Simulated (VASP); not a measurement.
A run of VASP 6.6.1 is set up as follows.

The input INCAR:

```
SYSTEM = Ca
PREC = Accurate ; ENCUT = 500
EDIFF = 1E-6 ; ISMEAR = 1
SIGMA = 0.05 ; LREAL = .False.
LASPH = .True. ; NELM = 120
ALGO = Normal ; ISIF = 2
LWAVE = .False. ; LCHARG = .True.
GGA = PS ; LELF = .True.
LVHAR = .True. ; NBANDS = 11
GGA_COMPAT = .False.
```

File KPOINTS:

```
regular mesh
0
Gamma
  11 11 11
  0 0 0
```

File POSCAR:

```
Ca
1.0
    2.5974491356      0.0000000000      0.0000000000
    0.0000000000      2.5974491356      0.0000000000
    0.0000000000      0.0000000000      2.5974491356
Ca
1
Direct
    0.0000000000      0.0000000000      0.0000000000
```

Potentials or basis: VASP PAW PBE potentials, release 64 (Ca_sv).

The run is started by

```console
$ cat potpaw_PBE.64/Ca_sv/POTCAR > POTCAR
$ mpirun -np 1 vasp_std > vasp.out
```

Estimate the pressure.

41.1 GPa.

What does it give for the band gap on the k mesh?

Zero (band 5 reaches 6.70 eV, above the bottom of band 6 at 6.05 eV).

Caveat: the PAW data sets were made with another functional, which shifts forces and pressure a little.
